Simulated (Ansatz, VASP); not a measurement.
## Two plane-wave programs on Hf2SnTe2

Contents of INCAR:

```
SYSTEM = Hf2SnTe2
PREC     = Accurate       ! precision mode
ENCUT    = 520            ! plane-wave cutoff, eV
EDIFF    = 1E-7           ! SCF threshold, eV
ISMEAR   = 0              ! smearing method
SIGMA    = 0.1            ! smearing width, eV
LREAL    = .False.        ! projectors in reciprocal space
LASPH    = .True.         ! aspherical terms in the spheres
NELM     = 60             ! most SCF steps
ALGO     = Normal         ! electronic algorithm
ISIF     = 2              ! what is computed and relaxed
LWAVE    = .False.        ! write WAVECAR
LCHARG   = .True.         ! write CHGCAR
GGA      = PE             ! functional
LELF     = .True.         ! ELF
LVHAR    = .True.       
NBANDS   = 31             ! bands
```

Contents of KPOINTS:

```
Automatic mesh
0
Gamma
  6 6 2
  0 0 0
```

Contents of POSCAR:

```
Hf2SnTe2
1.0
    4.7013870500      0.0000000000      0.0000000000
   -2.3506935200      4.0715206200      0.0000000000
    0.0000000000      0.0000000000      7.5634900600
Hf Sn Te
2 1 2
Direct
    0.3333333300      0.6666666700      0.5000000000
    0.6666666700      0.3333333300      0.5000000000
    0.0000000000      0.0000000000      0.5000000000
    0.3333333300      0.6666666700      0.0000000000
    0.6666666700      0.3333333300      0.0000000000
```

Input for Ansatz:

```yaml
crystal:
  lattice:
    - [4.70138705, 0.0, 0.0]
    - [-2.35069352, 4.07152062, 0.0]
    - [0.0, 0.0, 7.56349006]
  atoms:
    - { symbol: Hf, position: [0.33333333, 0.66666667, 0.5] }
    - { symbol: Hf, position: [0.66666667, 0.33333333, 0.5] }
    - { symbol: Sn, position: [0.0, 0.0, 0.5] }
    - { symbol: Te, position: [0.33333333, 0.66666667, 0.0] }
    - { symbol: Te, position: [0.66666667, 0.33333333, 0.0] }
basis:
  ecutwfc: 420
kpoints:
  mp_grid: { grid: [6, 6, 2] }
hamiltonian:
  xc: pbe
scf:
  occupations: { method: gaussian, width: 0.1 }
  lower_state_search: "off"
output:
  forces: true
  stress: true
  eigenvalues: true
```

Alike in both runs: task single point; functional PBE; k mesh 6 × 6 × 2; occupations gaussian, width 0.1 eV; no spin polarisation.

```csv
,VASP,Ansatz
version,VASP 6.6.1,Ansatz 0.2.0
potentials or method,"VASP PAW PBE potentials, release 64 (Hf_pv, Sn_d, Te), cutoff 520 eV","scalar-relativistic, plane waves, PAW"
valence electrons in the cell,46,98
```

VASP gave:

| Item | Value |
| --- | --- |
| gap on the k mesh at the Fermi level (eV) | none |
| pressure (GPa) | 16.6 |
| traceless stress, the component that is largest in VASP (GPa) | -24.32 |

**Question.** Estimate Ansatz's values.

**Answer.** gap on the k mesh at the Fermi level (eV): none; pressure (GPa): 16.7; traceless stress, the component that is largest in VASP (GPa): -24.45.

A gap of «none» marks a metal or a gap that the smearing closes. VASP's potentials hold 46 valence electrons a cell and Ansatz's 98, so a difference there can come from the potentials and not from the codes.

The k mesh is coarse, so the values compare programs but aren't converged. Neither program's run includes spin-orbit coupling.
